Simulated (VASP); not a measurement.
# Cd2HgTe3 (P1) in VASP: further runs

Runs on Cd2HgTe3. Level: PBE. Tasks: single point.

Everything below comes from runs of VASP 6.6.1. Logs are shortened: lines on timing, memory, paths and dates and some standing lists are left out, and cuts for length are marked.

## Step 1: The cell of the first run

The typed cell holds 24 atoms: a = 9.362 Å, b = 9.359 Å, c = 11.403 Å, α = 90.45°, β = 89.58°, γ = 119.25°.

## Step 2: Single point, PBE

INCAR

```
SYSTEM = Cd2HgTe3
PREC     = Accurate       ! precision mode
ENCUT    = 520            ! plane-wave cutoff, eV
EDIFF    = 1E-6           ! SCF threshold, eV
ISMEAR   = 0              ! smearing method
SIGMA    = 0.1            ! smearing width, eV
LREAL    = Auto         
LASPH    = .True.         ! aspherical terms in the spheres
NELM     = 60             ! most SCF steps
ALGO     = Normal         ! electronic algorithm
ISIF     = 2              ! what is computed and relaxed
LWAVE    = .False.        ! write WAVECAR
LCHARG   = .False.        ! write CHGCAR
GGA      = PE             ! functional
NBANDS   = 126            ! bands
ISYM     = 0
```

KPOINTS

```
Automatic mesh
0
Gamma
  2 2 1
  0.5 0.5 0
```

POSCAR

```
Cd2HgTe3
1.0
   -6.6646241080     -6.5744892128      0.0313840588
   -0.0285167270      6.5716218810      6.6636428544
   -6.6014584195      6.5427075831     -6.6062118295
Cd Te Hg
8 12 4
Direct
    0.8343311719      0.1669337222      0.6650007061
    0.3356574301      0.1676008807      0.6649168518
    0.6675840640      0.3337228649      0.3319753332
    0.1681368288      0.3327441204      0.3325396450
    0.5016532450      0.5003621450      0.9994465030
    0.8337346289      0.6656354899      0.6649307468
    0.6684222568      0.8334206171      0.3323468938
    0.1680209417      0.8339315421      0.3321867271
    0.3341606692      0.1686938540      0.9159634437
    0.8323288462      0.1677321200      0.9160630070
    0.6673006165      0.3335976669      0.5834074177
    0.1660794964      0.3316437757      0.5835940048
    0.5004847307      0.5006590413      0.2505335400
    1.0006610588      0.5001058760      0.2515099871
    0.3338914930      0.6654674069      0.9159320853
    0.8327143794      0.6669636330      0.9158718853
    0.6690283109      0.8349705472      0.5835217824
    0.1662205773      0.8350056438      0.5832334422
    0.5007503006      0.0002976641      0.2507541112
    1.0006122105      0.0005578912      0.2497505197
    0.4984297986      0.9987088779      0.9984580376
    1.0002883542      1.0005124102      0.9965209274
    1.0003999821      0.5009228735     -0.0002830864
    0.3339303489      0.6663187954      0.6628159290
```

Potentials or basis: VASP PAW PBE potentials, release 64 (Cd, Te, Hg).

Run with:

```
cat potpaw_PBE.64/Cd/POTCAR potpaw_PBE.64/Te/POTCAR potpaw_PBE.64/Hg/POTCAR > POTCAR
mpirun -np 1 vasp_std > vasp.out
```

OUTCAR:

```text
SYSTEM = Cd2HgTe3
   PREC = Accurate
   ENCUT = 520
   EDIFF = 1E-6
   ISMEAR = 0
   LREAL = Auto
   LASPH = .True.
   NELM = 60
   ISIF = 2
   GGA = PE
   ISYM = 0

 ion  position               nearest neighbor table
   1  0.834  0.167  0.665-  11 2.86  12 2.86  17 2.86  10 2.86
   2  0.336  0.168  0.665-  12 2.86  11 2.86   9 2.86  18 2.87
   3  0.668  0.334  0.332-  13 2.86  11 2.87  14 2.87  19 2.87
   4  0.168  0.333  0.333-  12 2.86  14 2.87  20 2.87  13 2.87
   5  0.502  0.500  0.999-  15 2.86  13 2.86  16 2.86   9 2.87
   6  0.834  0.666  0.665-  17 2.86  16 2.86  11 2.86  18 2.87
[... 16 lines left out ...]
  23  0.000  0.501  1.000-  16 2.87  14 2.87  10 2.88  15 2.88
  24  0.334  0.666  0.663-  18 2.87  12 2.87  17 2.88  15 2.89

IMPORTANT INFORMATION: All symmetrisations will be switched off!
NOSYMM: (Re-)initialisation of all symmetry stuff for point group C_1.

----------------------------------------------------------------------------------------

                                     Primitive cell

  volume of cell :     871.7053

  direct lattice vectors                    reciprocal lattice vectors
    -6.664624108 -6.574489213  0.031384059    -0.099817899 -0.050680142  0.049553113
    -0.028516727  6.571621881  6.663642854    -0.049589157  0.050745474  0.099811143
    -6.601458420  6.542707583 -6.606211830    -0.050494464  0.050945864 -0.050458420

  length of vectors
     9.361736370  9.359015089 11.402995682     0.122423857  0.122460002  0.087699624

  position of ions in fractional coordinates (direct lattice)
     0.834331172  0.166933722  0.665000706
     0.335657430  0.167600881  0.664916852
     0.667584064  0.333722865  0.331975333
     0.168136829  0.332744120  0.332539645
     0.501653245  0.500362145  0.999446503
     0.833734629  0.665635490  0.664930747
[... 16 lines left out ...]
     0.000399982  0.500922874  0.999716914
     0.333930349  0.666318795  0.662815929

  ion indices of the primitive-cell ions
   primitive index   ion index
                 1           1
                 2           2
                 3           3
                 4           4
                 5           5
                 6           6
[... 16 lines left out ...]
                23          23
                24          24

----------------------------------------------------------------------------------------

 KPOINTS: Automatic mesh

Automatic generation of k-mesh.
 Grid dimensions read from file:
 generate k-points for:    2    2    1
[... 53 lines left out ...]
   NUPDOWN=      -1.0000    fix difference up-down
   EMIN   =  10.00;   EMAX   =-10.00  energy-range for DOS
   EFERMI =   0.00;   METHOD = LEGACY
   ISMEAR =     0;   SIGMA  =   0.10  broadening in eV -4-tet -1-fermi 0-gaus
   EFERMI_NEDOS =   21; number of points for ismear=-14 and -15
   IALGO  =     38    algorithm
   IMIX   =      4    mixing-type and parameters
     AMIX     =   0.40;   BMIX     =  1.00
     AMIX_MAG =   1.60;   BMIX_MAG =  1.00
  volume/ion in A,a.u.               =      36.32       245.11
  Fermi-wavevector in a.u.,A,eV,Ry     =   1.028260  1.943129 14.385687  1.057318
  Thomas-Fermi vector in A             =   2.162247
   LORBIT       =      0    0 simple, 1 ext, 2 COOP (PROOUT), +10 PAW based schemes
   GGA     = PE    functional components
   LHFCALC =     F    Hartree Fock is set to
   AEXX    =    0.0000 exact exchange contribution
   IVDW    =     0    specifies the selected vdW correction
   LEPSILON=     F    determine dielectric tensor
   LRPA    =     F    only Hartree local field effects (RPA)
 non-spin polarized calculation
 Gauss-broadening in eV      SIGMA  =   0.10
  energy-cutoff  :      520.00
  volume of cell :      871.71
 maximum number of plane-waves:     23492
 NGX is ok and might be reduce to    70
   NGX = 35   NGY = 35   NGZ = 43

 number of electron     215.9999997 magnetization

 Free energy of the ion-electron system (eV)
  ---------------------------------------------------
  ext. energy  EPLUGINS =         0.00000000
  ---------------------------------------------------
  free energy    TOTEN  =       -53.07067211 eV

  energy without entropy =      -53.07067211  energy(sigma->0) =      -53.07067211

 E-fermi :   2.3271     XC(G=0):  -8.3399

 val. band max:        1.8747198929   @ k =  -0.2500   0.2500   0.0000
 cond. band min:       3.0547693253   @ k =  -0.2500   0.2500   0.0000
 fundamental gap:      1.1800494324
 Fermi energy:         2.3270911859

 k-point     1 :       0.2500    0.2500    0.0000
  band No.  band energies     occupation
      1      -8.9544      2.00000
      2      -8.8263      2.00000
      3      -8.8024      2.00000
      4      -8.7263      2.00000
      5      -8.6804      2.00000
      6      -8.6604      2.00000
[... 112 lines left out ...]
    119       5.1248      0.00000
    120       5.1708      0.00000

 k-point     2 :      -0.2500    0.2500    0.0000
  band No.  band energies     occupation
      1      -9.0410      2.00000
      2      -8.7897      2.00000
      3      -8.7576      2.00000
      4      -8.7224      2.00000
      5      -8.6991      2.00000
      6      -8.6845      2.00000
[... 112 lines left out ...]
    119       4.9226      0.00000
    120       4.9477      0.00000
 [bands above 120 left out]

------------------------ aborting loop because EDIFF is reached ----------------------------------------

  FORCE on cell =-STRESS in cart. coord.  units (eV):
  Direction    XX          YY          ZZ          XY          YZ          ZX
  --------------------------------------------------------------------------------------
  -------------------------------------------------------------------------------------
  Total        1.1087458      0.7510198      1.0856306     -0.1130251     -0.0329034     -0.1758925
  in kB        2.0378532      1.3803597      1.9953679     -0.2077380     -0.0604758     -0.3232870
  external PRESSURE =       1.8045269 kB  Pullay stress =       0.0000000 kB

 VOLUME and BASIS-vectors are now :
 -----------------------------------------------------------------------------
  energy-cutoff  :      520.00
  volume of cell :      871.71
      direct lattice vectors                 reciprocal lattice vectors
    -6.664624108 -6.574489213  0.031384059    -0.099817899 -0.050680142  0.049553113
    -0.028516727  6.571621881  6.663642854    -0.049589157  0.050745474  0.099811143
    -6.601458420  6.542707583 -6.606211830    -0.050494464  0.050945864 -0.050458420

 POSITION                                       TOTAL-FORCE (eV/Angst)
 -----------------------------------------------------------------------------------
     -9.95524     -0.03737     -3.25456        -0.007380      0.031653     -0.013931
     -6.63123      3.24499     -3.26521        -0.000088      0.005694     -0.021304
     -6.65023     -0.02391      0.05166         0.016410     -0.014600      0.000260
     -3.32530      3.25696      0.02574         0.023994     -0.005922      0.010654
     -9.95540      6.52916     -3.25258         0.011387      0.013056      0.000839
     -9.96502      3.24337      0.06905        -0.005345      0.004443      0.010813
[... 16 lines left out ...]
     -6.61654      9.83010     -3.26636         0.003950     -0.036992      0.025900
     -6.62007      6.51998      0.07189        -0.010682      0.027681      0.006050
 -----------------------------------------------------------------------------------
    total drift:                               -0.015884      0.016897     -0.016765

  FREE ENERGIE OF THE ION-ELECTRON SYSTEM (eV)
  ---------------------------------------------------
  free  energy   TOTEN  =       -53.0706721086 eV

  energy  without entropy=      -53.0706721086  energy(sigma->0) =      -53.07067211
```

OSZICAR:

```text
N       E                     dE             d eps       ncg     rms          rms(c)
DAV:   1     0.144619765081E+04    0.14462E+04   -0.94149E+04   504   0.148E+03
DAV:   2     0.444333445266E+02   -0.14018E+04   -0.13670E+04   564   0.341E+02
DAV:   3    -0.536688871706E+02   -0.98102E+02   -0.97327E+02   576   0.860E+01
DAV:   4    -0.557011133880E+02   -0.20322E+01   -0.20263E+01   586   0.110E+01
DAV:   5    -0.557304977579E+02   -0.29384E-01   -0.29373E-01   560   0.145E+00    0.187E+01
DAV:   6    -0.531560090637E+02    0.25745E+01   -0.65676E+00   546   0.113E+01    0.153E+01
DAV:   7    -0.530812345093E+02    0.74775E-01   -0.26849E+00   544   0.371E+00    0.574E+00
DAV:   8    -0.530697338274E+02    0.11501E-01   -0.23880E-01   536   0.221E+00    0.211E+00
DAV:   9    -0.530711076766E+02   -0.13738E-02   -0.24998E-02   544   0.668E-01    0.776E-01
DAV:  10    -0.530703563776E+02    0.75130E-03   -0.60775E-03   544   0.264E-01    0.271E-01
DAV:  11    -0.530704930378E+02   -0.13666E-03   -0.18067E-03   536   0.138E-01    0.742E-02
DAV:  12    -0.530706033635E+02   -0.11033E-03   -0.15983E-04   544   0.382E-02    0.399E-02
DAV:  13    -0.530706411887E+02   -0.37825E-04   -0.45101E-05   528   0.287E-02    0.227E-02
DAV:  14    -0.530706724436E+02   -0.31255E-04   -0.52433E-05   536   0.156E-02    0.199E-02
DAV:  15    -0.530706721086E+02    0.33495E-06   -0.40138E-06   464   0.808E-03
   1 F= -.53070672E+02 E0= -.53070672E+02  d E =-.365813E-10
```

stdout:

```text
POSCAR found type information on POSCAR CdTeHg
 POSCAR found :  3 types and      24 ions
 scaLAPACK will be used
 LDA part: xc-table for (Slater+PW92), standard interpolation
 POSCAR, INCAR and KPOINTS ok, starting setup
 FFT: planning ... GRIDC
 FFT: planning ... GRID_SOFT
 FFT: planning ... GRID
 WAVECAR not read
 entering main loop
```

It took 4.5 min on 1 thread of Intel Xeon 6975P-C (Granite Rapids), shared host; peak memory 0.89 GiB.

Results:

| Property | Result |
| --- | --- |
| Free energy | -53.0707 eV |
| Pressure | 0.2 GPa |
| Largest force | 0.047 eV/Å |
| Band gap on the k mesh | 1.18 eV |

Forces in eV/Å, atoms in the order of the input:
```
Cd  -0.007  0.032 -0.014
Cd   0.000  0.006 -0.021
Cd   0.016 -0.015  0.000
Cd   0.024 -0.006  0.011
Cd   0.011  0.013  0.001
Cd  -0.005  0.004  0.011
Cd   0.009 -0.001  0.019
Cd   0.025 -0.011  0.016
Te  -0.010 -0.001 -0.003
Te  -0.005  0.001 -0.003
Te   0.000 -0.010  0.008
Te  -0.003 -0.022  0.018
Te  -0.011  0.005 -0.006
Te  -0.038  0.026 -0.009
Te   0.004  0.008  0.000
Te  -0.004 -0.008 -0.019
Te   0.015 -0.026 -0.020
Te  -0.007  0.007 -0.011
Te  -0.019  0.022 -0.022
Te  -0.007 -0.015 -0.009
Hg   0.016 -0.025  0.006
Hg   0.002  0.024  0.016
Hg   0.004 -0.037  0.026
Hg  -0.011  0.028  0.006
```

Levels at points of the mesh, in eV from the valence-band top:
| k point | band 105 | band 106 | band 107 | band 108 | band 109 | band 110 | band 111 | band 112 |
| --- | --- | --- | --- | --- | --- | --- | --- | --- |
| (0.25, 0.25, 0.00) | -0.60 | -0.38 | -0.34 | -0.08 | 1.79 | 2.10 | 2.30 | 2.46 |

Caveat: the k points lie up to 0.55 Å⁻¹ apart; spin-orbit coupling is left out, which moves the levels of the heavy elements; a shifted mesh leaves out Γ, where band edges can lie. A k mesh can miss the band edges.

## Step 3: Single point, PBE

This run uses another cell than the first one, of 36.41 Å³/atom.

INCAR

```
SYSTEM = Cd2HgTe3
ALGO = Normal ; EDIFF = 1E-7
ENCUT = 520 ; GGA = PE
ISIF = 2 ; ISMEAR = 0
ISYM = 0 ; LASPH = .True.
LCHARG = .True. ; LELF = .True.
LREAL = Auto ; LVHAR = .True.
LWAVE = .False. ; NBANDS = 126
NELM = 60 ; PREC = Accurate
SIGMA = 0.1
```

KPOINTS is that of step 2.

POSCAR

```
Cd2HgTe3
1.0
   -6.6788053248     -6.5555997973      0.0356338440
   -0.0333208693      6.5532868226      6.6771266878
   -6.6196858385      6.5321141550     -6.6226331508
Cd Te Hg
8 12 4
Direct
    0.5000897354      0.9997608785     -0.0010736381
    0.0028206398      1.0002798978      1.0011493541
    0.8339329386      0.1650134029      0.6686535376
    0.6699964589      0.3339424748      0.3342524643
    0.1660383440      0.3332088031      0.3330059003
    0.4996142972      0.4970821344      0.0013048723
    0.3343769857      0.6658912321      0.6685974311
    0.1655737377      0.8296867402      0.3343860708
    0.3334931284      0.1663674011      0.9171221740
    0.8334779568      0.1646314413      0.9189247200
    0.6682792499      0.3326621016      0.5847881369
    0.1649765492      0.3347550134      0.5842930024
    0.4992875426      0.4974480917      0.2523648104
    1.0001195560      0.4993949974      0.2501894437
    0.3351305541      0.6662276931      0.9189672444
    0.8310106716      0.6685787141      0.9175498229
    0.6642373715      0.8346821373      0.5824784056
    0.1669926046      0.8317688798      0.5848626425
    0.4974885759      0.0017852765      0.2507215818
    1.0021769894      1.0001572347      0.2520389560
    0.3332643455      0.1671845414      0.6634291669
   -0.0010473136      0.5011003757      0.9964148693
    0.8316560069      0.6682724577      0.6650453241
    0.6662563092      0.8339656675      0.3288589625
```

Potentials or basis: VASP PAW PBE potentials, release 64 (Cd, Te, Hg).

Run with:

```
cat potpaw_PBE.64/Cd/POTCAR potpaw_PBE.64/Te/POTCAR potpaw_PBE.64/Hg/POTCAR > POTCAR
mpirun -np 1 vasp_std > vasp.out
```

Run time: 4.7 min. Hardware: 1 thread of AMD EPYC 9R45 (Zen 5), shared host; peak memory 0.87 GiB.

The run converged. Its results:

```
Free energy            : -53.0616 eV
Pressure               : 0.1 GPa
Largest force          : 0.034 eV/Å
Band gap on the k mesh : 1.19 eV
```

Forces in eV/Å, atoms in the order of the input:
```
Cd  -0.016  0.010 -0.017
Cd  -0.004  0.000 -0.005
Cd   0.018 -0.012  0.008
Cd   0.021  0.004 -0.013
Cd  -0.019 -0.013 -0.011
Cd  -0.009  0.006 -0.013
Cd   0.011 -0.006  0.011
Cd  -0.012  0.000  0.015
Te   0.010 -0.007  0.009
Te   0.001  0.010 -0.004
Te  -0.025  0.011 -0.003
Te   0.005  0.009 -0.002
Te  -0.002 -0.006  0.008
Te   0.011  0.004  0.012
Te   0.003  0.009  0.006
Te  -0.016  0.007 -0.011
Te  -0.024  0.001 -0.003
Te  -0.006  0.010 -0.025
Te   0.002 -0.014  0.012
Te   0.002  0.001 -0.005
Hg   0.004 -0.007  0.002
Hg   0.005 -0.003  0.003
Hg   0.021 -0.021  0.017
Hg   0.017  0.006  0.008
```

Levels at points of the mesh, in eV from the valence-band top:
```csv
k point,band 106,band 107,band 108,band 109,band 110,band 111
"(0.25, 0.25, 0.00)",-0.37,-0.35,-0.08,1.78,2.15,2.20
```

Caveat: the k points lie up to 0.55 Å⁻¹ apart; spin-orbit coupling is left out, which moves the levels of the heavy elements; a shifted mesh leaves out Γ, where band edges can lie. A k mesh can miss the band edges.
